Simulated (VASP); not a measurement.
The system is ZrTa3N4.

```
CELL_PARAMETERS angstrom
2.99977 0.00000 0.00000
-1.49989 2.59788 0.00000
0.00000 0.00000 11.91830
ATOMIC_POSITIONS crystal
Zr 0.00000 0.00000 0.00000
Ta 0.00000 0.00000 0.50000
Ta 0.00000 0.00000 0.75000
Ta 0.00000 0.00000 0.25000
N 0.33333 0.66667 0.62500
N 0.33333 0.66667 0.37500
N 0.33333 0.66667 0.87500
N 0.33333 0.66667 0.12500
```

```yaml
Program: VASP 6.6.1
Task: relaxation of cell and atoms
Functional: PBE
Potentials_or_basis: VASP PAW PBE potentials, release 64 (Zr_sv, Ta_pv, N)
Cutoff: 600 eV
k_mesh: 5 × 5 × 1
Occupations: gaussian, width 0.15 eV
Spin: no spin polarisation
```

At the start: pressure -9.4 GPa; volume 11.61 Å³/atom.

**Question.** Where does the relaxation end?

**Answer.** Over 11 steps the energy falls by 36.4 meV/atom and the volume is 11.27 Å³/atom (-2.9 %); space group P-6m2 (No. 187, to 0.05 Å).

The path:
```
step  energy change (eV)  largest force (eV/Å)  pressure (GPa)  volume (Å³)
   1              0.0000                1.4889           -9.37        92.88
   2              0.3323                1.0869           26.35        83.99
   3             -0.2014                1.1011            2.29        89.34
   4             -0.2017                1.0800            2.79        89.20
   5             -0.2671                0.6080           -0.32        90.24
   6             -0.2674                0.5745           -0.16        90.18
   7             -0.2872                0.2002           -0.88        90.33
   8             -0.2876                0.1854           -0.81        90.32
   9             -0.2895                0.0953            1.35        89.72
  10             -0.2903                0.1275            0.59        89.92
  11             -0.2916                0.0043           -0.08        90.14
```

Final structure:
```yaml
crystal:
  lattice:
    - [2.98925, 0.00000, 0.00000]
    - [-1.49462, 2.58877, 0.00000]
    - [0.00000, 0.00000, 11.64845]
  atoms:
    - { symbol: Zr, position: [0.00000, 0.00000, 0.00000] }
    - { symbol: Ta, position: [0.00000, 0.00000, 0.50000] }
    - { symbol: Ta, position: [0.00000, 0.00000, 0.74829] }
    - { symbol: Ta, position: [0.00000, 0.00000, 0.25171] }
    - { symbol: N, position: [0.33333, 0.66667, 0.62291] }
    - { symbol: N, position: [0.33333, 0.66667, 0.37709] }
    - { symbol: N, position: [0.33333, 0.66667, 0.86629] }
    - { symbol: N, position: [0.33333, 0.66667, 0.13371] }
```

Caveat: the k points lie up to 0.54 Å⁻¹ apart in the final cell; the relaxation stopped at a loose force limit of 0.08 eV/Å, so its end isn't a converged minimum.
